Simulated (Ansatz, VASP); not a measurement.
**Lu in VASP and in Ansatz**

Contents of INCAR:

```
ALGO = Normal ; EDIFF = 1E-6
ENCUT = 520 ; GGA = CA
ISIF = 2 ; ISMEAR = 1
LASPH = True ; LCHARG = False
LREAL = False ; LWAVE = False
NBANDS = 32 ; NELM = 100
PREC = Accurate ; SIGMA = 0.1
```

File KPOINTS:

```
k-points
0
Gamma
  11 11 6
```

Contents of POSCAR:

```
Lu
1.0
    3.3823924653      0.0000000000      0.0000000000
   -1.6911962327      2.9292378005      0.0000000000
    0.0000000000      0.0000000000      5.2524129119
Lu
2
Direct
    0.3333333333      0.6666666667      0.2500000000
    0.6666666667      0.3333333333      0.7500000000
```

Input for Ansatz:

```yaml
crystal:
  lattice:
    - [3.3823924653, 0.0, 0.0]
    - [-1.6911962327, 2.9292378005, 0.0]
    - [0.0, 0.0, 5.2524129119]
  atoms:
    - { symbol: Lu, position: [0.3333333333, 0.6666666667, 0.25] }
    - { symbol: Lu, position: [0.6666666667, 0.3333333333, 0.75] }
hamiltonian:
  xc: lda
  pseudopotentials:
    kind: paw
    azcp:
      Lu: "pseudopotentials/Lu.paw.azcp"
basis:
  ecutwfc: 420
  fft_grid_basis: typed
kpoints:
  mp_grid: { grid: [11, 11, 6], shift: [0, 0, 0] }
magnetization:
  spin_polarized: false
scf:
  occupations: { method: cold, width: 0.1 }
  lower_state_search: "off"
output:
  stress: true
  write_density: true
  write_potential: true
  elf: true
  volumetric_format: npy
```

Alike in both runs: task single point; functional LDA; k mesh 11 × 11 × 6; no spin polarisation.

|  | VASP | Ansatz |
| --- | --- | --- |
| version | VASP 6.6.1 | Ansatz 0.2.0 |
| potentials or method | VASP PAW PBE potentials, release 64 (Lu), cutoff 520 eV | plane waves (420 eV) with PAW, scalar-relativistic |
| occupations | methfessel-paxton of order 1, width 0.1 eV | cold, width 0.1 eV |
| valence electrons in the cell | 50 | 50 |

|  | VASP | Ansatz | Ansatz less VASP |
| --- | --- | --- | --- |
| pressure (GPa) | 0.0 | -0.2 | -0.22 |
| traceless stress, the component that is largest in VASP (GPa) | -0.40 | -0.39 | +0.013 |

VASP's potentials were made for PBE, not for LDA, and Ansatz warns of the same on its side. LDA's correlation is that of Perdew and Zunger in VASP and of Perdew and Wang (1992) in Ansatz.

Spin-orbit coupling is off throughout.
